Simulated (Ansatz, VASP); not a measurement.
# Two plane-wave programs on Rh

```xyz
2
Lattice="2.5886 0.0000 0.0000 -1.2943 2.2418 0.0000 0.0000 0.0000 4.5254" Properties=species:S:1:pos:R:3 pbc="T T T"
Rh    1.2943    0.7473    3.3941
Rh    0.0000    1.4945    1.1314
```

Alike in both runs: task single point; functional PBE; k mesh 18 × 18 × 10; occupations gaussian, width 0.15 eV; no spin polarisation.

|  | VASP | Ansatz |
| --- | --- | --- |
| version | VASP 6.6.1 | Ansatz 0.2.0 |
| potentials or method | VASP PAW PBE potentials, release 64 (Rh_pv), cutoff 520 eV | scalar-relativistic, plane waves, PAW |
| valence electrons in the cell | 30 | 34 |

|  | VASP | Ansatz | Ansatz less VASP |
| --- | --- | --- | --- |
| gap on the k mesh at the Fermi level (eV) | none | none | - |
| pressure (GPa) | 23.7 | 23.8 | +0.03 |
| traceless stress, the component that is largest in VASP (GPa) | -18.48 | -18.47 | +0.001 |

A gap of «none» marks a metal or a gap that the smearing closes. With one functional, cell and mesh, what is left measures potentials, basis and numerics. VASP's potentials hold 30 valence electrons a cell and Ansatz's 34, so a difference there can come from the potentials and not from the codes.
